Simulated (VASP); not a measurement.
Set up this calculation in VASP 6.6.1, as the native input.

| Property | Result |
| --- | --- |
| Task | single point |
| Functional | LDA |
| Potentials or basis | VASP PAW LDA potentials, release 64 (Re) |
| Cutoff | 520 eV |
| k mesh | 22 × 22 × 12 |
| Occupations | fermi-dirac, width 0.1 eV |
| Spin | no spin polarisation |
| Dipole correction | no |
| Further INCAR settings | ALGO = Normal; EDIFF = 1e-07; NBANDS = 14 |

The structure of Re lies in POSCAR:

```
Re
1.0
    2.6249199555      0.0000000000      0.0000000000
   -1.3124599778      2.2732473644      0.0000000000
    0.0000000000      0.0000000000      4.2278212554
Re
2
Direct
    0.3333333333      0.6666666667      0.2500000000
    0.6666666667      0.3333333333      0.7500000000
```

The input as run:

INCAR

```
SYSTEM = Re
  ALGO = Normal
  EDIFF = 1E-7
  ENCUT = 520
  ISIF = 2
  ISMEAR = -1
  LASPH = .True.
  LCHARG = .True.
  LELF = .True.
  LREAL = .False.
  LVHAR = .True.
  LWAVE = .False.
  NBANDS = 14
  NELM = 100
  PREC = Accurate
  SIGMA = 0.1
```

KPOINTS

```
k-points
0
Gamma
  22 22 12
  0 0 0
```

Potentials or basis: VASP PAW LDA potentials, release 64 (Re).

The run is started by

```console
$ cat potpaw_LDA.64/Re/POTCAR > POTCAR
$ mpirun -np 1 vasp_std > vasp.out
```

It gave:

```yaml
Pressure: 72.5 GPa
Band_gap_on_the_k_mesh: zero (bands 7 and 8 overlap by 4.62 eV)
```

Caveat: the cell stands under pressure; spin-orbit coupling is left out, which moves the levels of the heavy elements.

Run time: 49 s on 1 thread of Intel(R) Xeon(R) 6975P-C (Granite Rapids), with other jobs on the host, peak memory 0.22 GiB.
